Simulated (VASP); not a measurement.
Runs of VASP 6.6.1 on Ti. The structure is that of space group Im-3m (No. 229), or close to it. The cells are those of the table. 

```tsv
cell	gap on the mesh (eV)	pressure (GPa)
a = 2.921 Å, angles 109.5°, 1 atom	none	(b)
a = 2.677 Å, angles 109.5°, 1 atom	none	14.9
a = 2.828 Å, angles 109.5°, 1 atom	none	(a)
a = 2.730 Å, angles 109.5°, 1 atom	none	6.5
a = 2.623 Å, angles 109.5°, 1 atom	none	25.4
a = 2.875 Å, angles 109.5°, 1 atom	none	-9.7
```

Alike in all rows: task single point; level PBEsol; potentials or basis VASP PAW PBE potentials, release 64 (Ti_sv); no spin polarisation; k mesh 22 × 22 × 22; cutoff (eV) 520; smearing gaussian 0.15 eV.

**Question.** Fill in the values left out.

**Answer.** (a) -5.5; (b) -13.0.

Caveats: the PAW data sets were made with another functional, which shifts forces and pressure a little.

A gap of «none» marks levels without a gap at the run's occupations.
